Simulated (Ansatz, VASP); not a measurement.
**GaBiSe4: VASP beside Ansatz**

```xyz
6
Lattice="0.0000 4.1567 4.1567 4.1567 0.0000 4.1567 4.1567 4.1567 0.0000" Properties=species:S:1:pos:R:3 pbc="T T T"
Ga    0.0000    0.0000    0.0000
Bi    2.0783    2.0783    2.0783
Se    3.1112    3.1112    5.2021
Se    3.1112    5.2021    3.1112
Se    5.2021    3.1112    3.1112
Se    5.2021    5.2021    5.2021
```

Change from the starting cell: species swapped into the LaErAl4 type (F-43m, No. 216).

Alike in both runs: functional PBE; k mesh 8 × 8 × 8; occupations gaussian, width 0.1 eV; no spin polarisation.

Ansatz relaxed the structure, and its values are those at the end. VASP's run is a single point on that final structure, the one shown.

|  | VASP | Ansatz |
| --- | --- | --- |
| version | VASP 6.6.1 | Ansatz 0.2.0 |
| potentials or method | VASP PAW PBE potentials, release 64 (Ga_d, Bi_d, Se), cutoff 520 eV | scalar-relativistic, plane waves, PAW |
| valence electrons in the cell | 52 | 92 |

```tsv
	VASP	Ansatz	Ansatz less VASP
gap on the k mesh at the Fermi level (eV)	none	none	-
pressure (GPa)	0.0	0.0	-0.01
```

A gap of «none» marks a metal or a gap that the smearing closes. VASP's potentials hold 52 valence electrons a cell and Ansatz's 92, so a difference there can come from the potentials and not from the codes.

Neither program's run includes spin-orbit coupling.
